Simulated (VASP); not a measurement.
Input of a VASP 6.6.1 run:

INCAR

```
PREC = Accurate ; ENCUT = 520
EDIFF = 1E-6 ; ISMEAR = -1
SIGMA = 0.02 ; LREAL = F
LASPH = T ; NELM = 80
ALGO = Normal ; ISIF = 2
LWAVE = F ; LCHARG = F
GGA = PE ; NBANDS = 14
```

File KPOINTS:

```
Automatic mesh
0
Gamma
  13 13 13
```

The input POSCAR:

```
Cl
1.0
    0.0000000000      2.6441530118      2.6441530118
    2.6441530118      0.0000000000      2.6441530118
    2.6441530118      2.6441530118      0.0000000000
Cl
2
Direct
    0.0000000000      0.0000000000      0.0000000000
    0.2500000000      0.2500000000      0.2500000000
```

Potentials or basis: VASP PAW PBE potentials, release 64 (Cl).

Run with:

```bash
$ cat potpaw_PBE.64/Cl/POTCAR > POTCAR
$ mpirun -np 1 vasp_std > vasp.out
```

Q: Predict the band gap on the k mesh.

A: Zero (band 7 reaches 6.54 eV, above the bottom of band 8 at 3.00 eV).

Q: Predict the pressure.

A: 39.8 GPa.
